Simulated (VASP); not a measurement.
A run of VASP 6.6.1:

The input POSCAR:

```
Sb
1.0
    3.1600000000      0.0000000000      0.0000000000
    0.0000000000      3.1600000000      0.0000000000
    0.0000000000      0.0000000000      3.1600000000
Sb
1
Direct
    0.0000000000      0.0000000000      0.0000000000
```

The input INCAR.step1:

```
PREC     = Accurate       # precision mode
ENCUT    = 520            # plane-wave cutoff, eV
EDIFF    = 1E-5           # SCF threshold, eV
ISMEAR   = -1             # smearing method
SIGMA    = 0.05           # smearing width, eV
LREAL    = False          # projectors in reciprocal space
LASPH    = True           # aspherical terms in the spheres
NELM     = 80             # most SCF steps
ALGO     = Normal         # electronic algorithm
ISIF     = 2              # what is computed and relaxed
LWAVE    = True           # write WAVECAR
LCHARG   = False          # write CHGCAR
NBANDS   = 8              # bands
GGA      = PE             # functional
```

Contents of INCAR.step2:

```
PREC     = Accurate       # precision mode
ENCUT    = 520            # plane-wave cutoff, eV
EDIFF    = 1E-6           # SCF threshold, eV
ISMEAR   = -1             # smearing method
SIGMA    = 0.05           # smearing width, eV
LREAL    = False          # projectors in reciprocal space
LASPH    = True           # aspherical terms in the spheres
NELM     = 80             # most SCF steps
ALGO     = Normal         # electronic algorithm
ISIF     = 2              # what is computed and relaxed
LWAVE    = False          # write WAVECAR
LCHARG   = False          # write CHGCAR
GGA      = PE             # functional
LHFCALC  = True           # exact exchange
AEXX     = 1.0            # exact-exchange fraction
ALDAC    = 0.0          
AGGAC    = 0.0          
PRECFOCK = Normal       
NBANDS   = 8              # bands
ISTART   = 1
```

File KPOINTS:

```
regular mesh
0
Gamma
  4 4 4
```

Potentials or basis: VASP PAW PBE potentials, release 64 (Sb).

Run with:

```sh
$ cat potpaw_PBE.64/Sb/POTCAR > POTCAR
$ cp INCAR.step1 INCAR
$ mpirun -np 1 vasp_std > vasp.out
$ cp INCAR.step2 INCAR
$ mpirun -np 1 vasp_std > vasp.out
```

Hardware: 1 thread of Intel(R) Xeon(R) Platinum 8259CL CPU @ 2.50GHz (Skylake/Cascade Lake), with other jobs on the host.

Question: How long does it take, and how much memory?

Answer: It took 79 s on 1 thread of Intel(R) Xeon(R) Platinum 8259CL CPU @ 2.50GHz (Skylake/Cascade Lake) (shared host), peak memory 0.14 GiB. Counts: k points 10.
